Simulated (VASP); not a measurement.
# ZrO2 (Fm-3m) in VASP: notebook

The runs below take ZrO2 through single point, with PBE.

Program: VASP 6.6.1. These are calculated values, not measurements. Logs are shortened: lines on timing, memory, paths and dates and some standing lists are left out, and cuts for length are marked.

## Step 1: The cell of the first run

Symmetry: Fm-3m, No. 225, cubic system. Conventional cell: a = 5.088 Å, b = 5.088 Å, c = 5.088 Å, α = 90.00°, β = 90.00°, γ = 90.00°. Zr (site symmetry m-3m) has 8 O at 2.20 Å within 2.9 Å. O (site symmetry -43m) has 4 Zr at 2.20 Å and 6 O at 2.54 Å within 2.9 Å.

## Step 2: Single point, PBE

The input, INCAR:

```
PREC     = Accurate       # precision mode
ENCUT    = 600            # plane-wave cutoff, eV
EDIFF    = 1E-6           # SCF threshold, eV
ISMEAR   = 0              # smearing method
SIGMA    = 0.01           # smearing width, eV
LREAL    = False          # projectors in reciprocal space
LASPH    = True           # aspherical terms in the spheres
NELM     = 120            # most SCF steps
ALGO     = Normal         # electronic algorithm
ISIF     = 2              # what is computed and relaxed
LWAVE    = False          # write WAVECAR
LCHARG   = False          # write CHGCAR
GGA      = PE             # functional
NBANDS   = 19             # bands
GGA_COMPAT= False
```

The input, KPOINTS:

```
Automatic mesh
0
Gamma
  8 8 8
```

The input, POSCAR:

```
ZrO2
1.0
    0.0000000000      2.5440283672      2.5440283672
    2.5440283672      0.0000000000      2.5440283672
    2.5440283672      2.5440283672      0.0000000000
Zr O
1 2
Direct
    0.0000000000      0.0000000000      0.0000000000
    0.2500000000      0.2500000000      0.2500000000
    0.7500000000      0.7500000000      0.7500000000
```

Potentials or basis: VASP PAW PBE potentials, release 64 (Zr_sv, O).

Run with:

```sh
cat potpaw_PBE.64/Zr_sv/POTCAR potpaw_PBE.64/O/POTCAR > POTCAR
mpirun -np 1 vasp_std > vasp.out
```

OUTCAR:

```text
PREC = Accurate
   ENCUT = 600
   EDIFF = 1E-6
   ISMEAR = 0
   LREAL = False
   LASPH = True
   NELM = 120
   ISIF = 2
   GGA = PE

 ion  position               nearest neighbor table
   1  0.000  0.000  0.000-   3 2.20   3 2.20   3 2.20   2 2.20   3 2.20   2 2.20   2 2.20   2 2.20

   2  0.250  0.250  0.250-   1 2.20   1 2.20   1 2.20   1 2.20
   3  0.750  0.750  0.750-   1 2.20   1 2.20   1 2.20   1 2.20

  LATTYP: Found a face centered cubic cell.
 ALAT       =     5.0880567344

  Lattice vectors:

 A1 = (   0.0000000000,   2.5440283672,   2.5440283672)
 A2 = (   2.5440283672,   0.0000000000,   2.5440283672)
 A3 = (   2.5440283672,   2.5440283672,   0.0000000000)

Analysis of symmetry for initial positions (statically):
=====================================================================
 Subroutine PRICEL returns:
 Original cell was already a primitive cell.

 Routine SETGRP: Setting up the symmetry group for a
 face centered cubic supercell.

 Subroutine GETGRP returns: Found 48 space group operations
 (whereof 48 operations were pure point group operations)
 out of a pool of 48 trial point group operations.

The static configuration has the point symmetry O_h .

Analysis of symmetry for dynamics (positions and initial velocities):
=====================================================================
 Subroutine PRICEL returns:
 Original cell was already a primitive cell.

 Routine SETGRP: Setting up the symmetry group for a
 face centered cubic supercell.

 Subroutine GETGRP returns: Found 48 space group operations
 (whereof 48 operations were pure point group operations)
 out of a pool of 48 trial point group operations.

The dynamic configuration has the point symmetry O_h .

 Subroutine INISYM returns: Found 48 space group operations
 (whereof 48 operations are pure point group operations),
 and found     1 'primitive' translations

----------------------------------------------------------------------------------------

                                     Primitive cell

  volume of cell :      32.9303

  direct lattice vectors                    reciprocal lattice vectors
     0.000000000  2.544028367  2.544028367    -0.196538689  0.196538689  0.196538689
     2.544028367  0.000000000  2.544028367     0.196538689 -0.196538689  0.196538689
     2.544028367  2.544028367  0.000000000     0.196538689  0.196538689 -0.196538689

  length of vectors
[... 83 lines left out ...]
   NELM   =    120;   NELMIN=  2; NELMDL= -5     # of ELM steps
   EDIFF  = 0.1E-05   stopping-criterion for ELM
   LREAL  =      F    real-space projection
   EDIFFG = 0.1E-04   stopping-criterion for IOM
   NSW    =      0    number of steps for IOM
   IBRION =     -1    ionic relax: 0-MD 1-quasi-New 2-CG
   NFREE  =      0    steps in history (QN), initial steepest desc. (CG)
   ISIF   =      2    stress and relaxation
   ISYM   =      2    0-nonsym 1-usesym 2-fastsym
   POTIM  = 0.5000    time-step for ionic-motion
   TEBEG  =    0.0;   TEEND  =   0.0 temperature during run
   PSTRESS=    0.0 pullay stress
   NELECT =      24.0000    total number of electrons
   NUPDOWN=      -1.0000    fix difference up-down
   EMIN   =  10.00;   EMAX   =-10.00  energy-range for DOS
   EFERMI =   0.00;   METHOD = LEGACY
   ISMEAR =     0;   SIGMA  =   0.01  broadening in eV -4-tet -1-fermi 0-gaus
   EFERMI_NEDOS =   21; number of points for ismear=-14 and -15
   IALGO  =     38    algorithm
   IMIX   =      4    mixing-type and parameters
     AMIX     =   0.40;   BMIX     =  1.00
     AMIX_MAG =   1.60;   BMIX_MAG =  1.00
  volume/ion in A,a.u.               =      10.98        74.07
  Fermi-wavevector in a.u.,A,eV,Ry     =   1.473262  2.784061 29.531455  2.170501
  Thomas-Fermi vector in A             =   2.588176
   LORBIT       =      0    0 simple, 1 ext, 2 COOP (PROOUT), +10 PAW based schemes
   GGA     = PE    functional components
   LHFCALC =     F    Hartree Fock is set to
   AEXX    =    0.0000 exact exchange contribution
   IVDW    =     0    specifies the selected vdW correction
   LEPSILON=     F    determine dielectric tensor
   LRPA    =     F    only Hartree local field effects (RPA)
 non-spin polarized calculation
 Gauss-broadening in eV      SIGMA  =   0.01
  energy-cutoff  :      600.00
  volume of cell :       32.93
 maximum number of plane-waves:      1124
 NGX is ok and might be reduce to    30
   NGX = 15   NGY = 15   NGZ = 15

 number of electron      23.9999995 magnetization

 Free energy of the ion-electron system (eV)
  ---------------------------------------------------
  ext. energy  EPLUGINS =         0.00000000
  ---------------------------------------------------
  free energy    TOTEN  =       -28.56480327 eV

  energy without entropy =      -28.56480327  energy(sigma->0) =      -28.56480327

 E-fermi :   7.4430     XC(G=0): -11.7887

 val. band max:        7.2344883006   @ k =   0.5000   0.5000   0.0000
 cond. band min:      10.5917615572   @ k =   0.0000   0.0000   0.0000
 fundamental gap:      3.3572732566
 Fermi energy:         7.4430279854

 k-point     1 :       0.0000    0.0000    0.0000
  band No.  band energies     occupation
      1     -40.8477      2.00000
      2     -18.6682      2.00000
      3     -18.6682      2.00000
      4     -18.6682      2.00000
      5     -10.9667      2.00000
      6      -8.4057      2.00000
[... 505 lines left out ...]
      6      -8.9921      2.00000
[... 11 lines left out ...]
     18      17.9123      0.00000
     19      21.8344      0.00000

 [... further k-points ...]

------------------------ aborting loop because EDIFF is reached ----------------------------------------

  FORCE on cell =-STRESS in cart. coord.  units (eV):
  Direction    XX          YY          ZZ          XY          YZ          ZX
  --------------------------------------------------------------------------------------
  -------------------------------------------------------------------------------------
  Total        0.8394704      0.8394704      0.8394704      0.0000000      0.0000000      0.0000000
  in kB       40.8432328     40.8432328     40.8432328      0.0000000      0.0000000      0.0000000
  external PRESSURE =      40.8432328 kB  Pullay stress =       0.0000000 kB

 VOLUME and BASIS-vectors are now :
 -----------------------------------------------------------------------------
  energy-cutoff  :      600.00
  volume of cell :       32.93
      direct lattice vectors                 reciprocal lattice vectors
     0.000000000  2.544028367  2.544028367    -0.196538689  0.196538689  0.196538689
     2.544028367  0.000000000  2.544028367     0.196538689 -0.196538689  0.196538689
     2.544028367  2.544028367  0.000000000     0.196538689  0.196538689 -0.196538689

 POSITION                                       TOTAL-FORCE (eV/Angst)
 -----------------------------------------------------------------------------------
      0.00000      0.00000      0.00000        -0.000000     -0.000000      0.000000
      1.27201      1.27201      1.27201         0.000000      0.000000      0.000000
      3.81604      3.81604      3.81604        -0.000000     -0.000000     -0.000000
 -----------------------------------------------------------------------------------
    total drift:                                0.000000     -0.000000      0.000000

  FREE ENERGIE OF THE ION-ELECTRON SYSTEM (eV)
  ---------------------------------------------------
  free  energy   TOTEN  =       -28.5648032710 eV

  energy  without entropy=      -28.5648032710  energy(sigma->0) =      -28.56480327
```

stdout:

```text
POSCAR found type information on POSCAR ZrO
 POSCAR found :  2 types and       3 ions
 scaLAPACK will be used
 LDA part: xc-table for (Slater+PW92), standard interpolation
 POSCAR, INCAR and KPOINTS ok, starting setup
 FFT: planning ... GRIDC
 FFT: planning ... GRID_SOFT
 FFT: planning ... GRID
 WAVECAR not read
 entering main loop
```

It took 14 s on 1 thread of AMD EPYC 9R45 (Zen 5), shared host; peak memory 0.15 GiB.

What came out:

```
Free energy            : -28.5648 eV
Pressure               : 4.1 GPa
Band gap on the k mesh : 3.36 eV (least direct gap 3.80 eV)
```

Levels at points of the mesh, in eV from the valence-band top:
| k point | band 10 | band 11 | band 12 | band 13 | band 14 | band 15 |
| --- | --- | --- | --- | --- | --- | --- |
| (0.00, 0.00, 0.00) | -0.53 | -0.53 | -0.53 | 3.36 | 3.36 | 6.59 |
| (0.50, 0.00, 0.00) | -2.47 | -1.64 | -1.64 | 4.00 | 4.00 | 6.10 |
| (0.50, 0.50, 0.00) | -1.51 | -1.51 | 0.00 | 3.80 | 4.75 | 5.84 |

Caveat: the cell stands under pressure.

## Step 3: Single point, PBE

This run uses another cell than the first one, of 10.89 Å³/atom.

The input, INCAR:

```
PREC     = Accurate       # precision mode
ENCUT    = 600            # plane-wave cutoff, eV
EDIFF    = 1E-6           # SCF threshold, eV
ISMEAR   = 0              # smearing method
SIGMA    = 0.01           # smearing width, eV
LREAL    = F              # projectors in reciprocal space
LASPH    = T              # aspherical terms in the spheres
NELM     = 120            # most SCF steps
ALGO     = Normal         # electronic algorithm
ISIF     = 2              # what is computed and relaxed
LWAVE    = F              # write WAVECAR
LCHARG   = T              # write CHGCAR
GGA      = PE             # functional
LELF     = T              # ELF
LVHAR    = T            
NBANDS   = 19             # bands
GGA_COMPAT= F
```

KPOINTS is that of step 2.

The input, POSCAR:

```
ZrO2
1.0
    0.0000000000      2.5373702785      2.5373702785
    2.5373702785      0.0000000000      2.5373702785
    2.5373702785      2.5373702785      0.0000000000
Zr O
1 2
Direct
    0.0000000000      0.0000000000      0.0000000000
    0.2500000000      0.2500000000      0.2500000000
    0.7500000000      0.7500000000      0.7500000000
```

Potentials or basis: VASP PAW PBE potentials, release 64 (Zr_sv, O).

Run with:

```sh
cat potpaw_PBE.64/Zr_sv/POTCAR potpaw_PBE.64/O/POTCAR > POTCAR
mpirun -np 1 vasp_std > vasp.out
```

Run time: 15 s. Hardware: 1 thread of AMD EPYC 9R45 (Zen 5), shared host; peak memory 0.15 GiB.

Results (log left out):

```yaml
Free_energy: -28.5558 eV
Pressure: 6.1 GPa
Band_gap_on_the_k_mesh: 3.38 eV (least direct gap 3.83 eV)
```

Levels at points of the mesh, in eV from the valence-band top:
```tsv
k point	band 10	band 11	band 12	band 13	band 14	band 15
(0.00, 0.00, 0.00)	-0.53	-0.53	-0.53	3.38	3.38	6.65
(0.50, 0.00, 0.00)	-2.48	-1.65	-1.65	4.03	4.03	6.17
(0.50, 0.50, 0.00)	-1.52	-1.52	0.00	3.83	4.79	5.91
```

Caveat: the cell stands under pressure.
